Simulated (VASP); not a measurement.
HfO2, 3 atoms in the cell. Symmetry: Fm-3m, No. 225, cubic system. Conventional cell: a = 5.047 Å, b = 5.047 Å, c = 5.047 Å, α = 90.00°, β = 90.00°, γ = 90.00°. Hf (site symmetry m-3m) has 8 O at 2.19 Å within 2.9 Å. Within 2.9 Å of O (site symmetry -43m) lie 4 Hf at 2.19 Å and 6 O at 2.52 Å. 

| Item | Value |
| --- | --- |
| Program | VASP 6.6.1 |
| Task | relaxation of cell and atoms |
| Functional | PBEsol |
| Potentials or basis | VASP PAW PBE potentials, release 64 (Hf_pv, O) |
| Cutoff | 600 eV |
| k mesh | 8 × 8 × 8 |
| Occupations | gaussian, width 0.02 eV |
| Spin | no spin polarisation |
| Dipole correction | no |
| Further INCAR settings | ALGO = Normal; EDIFF = 1e-07; IBRION = 2; EDIFFG = -0.005; NSW = 100; ISIF = 3 |

Potentials or basis: VASP PAW PBE potentials, release 64 (Hf_pv, O).

Run with:

```sh
$ cat potpaw_PBE.64/Hf_pv/POTCAR potpaw_PBE.64/O/POTCAR > POTCAR
$ mpirun -np 1 vasp_std > vasp.out
```

Hardware: 1 thread of AMD EPYC 7R43 64-Core Processor (Zen 3), with other jobs on the host.

Problem. Estimate the wall time of this run.

Solution. Wall time 79 s on 1 thread of AMD EPYC 7R43 64-Core Processor (Zen 3), with other jobs on the host, peak memory 0.15 GiB. Counts: scf iterations 32, k points 29, ion steps 3.
